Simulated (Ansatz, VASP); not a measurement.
**One calculation of Al, two programs**

```xyz
1
Lattice="2.9076 0.0000 -0.0064 -1.4538 2.5181 0.0000 1.4488 0.8365 2.2921" Properties=species:S:1:pos:R:3 pbc="T T T"
Al    0.0000    0.0000    0.0000
```

Change from the starting cell: band edges of the strained film's bulk.

Alike in both runs: task single point; functional PBE; k mesh 12 × 12 × 15; occupations gaussian, width 0.1 eV; no spin polarisation.

|  | VASP | Ansatz |
| --- | --- | --- |
| version | VASP 6.6.1 | Ansatz 0.2.0 |
| potentials or method | VASP PAW PBE potentials, release 64 (Al), cutoff 500 eV | scalar-relativistic, plane waves, PAW |
| valence electrons in the cell | 3 | 3 |

```csv
,VASP,Ansatz,Ansatz less VASP
gap on the k mesh at the Fermi level (eV),none,none,-
pressure (GPa),-1.4,-1.3,+0.04
"traceless stress, the component that is largest in VASP (GPa)",1.30,1.30,+0.006
```

A gap of «none» marks a metal or a gap that the smearing closes.
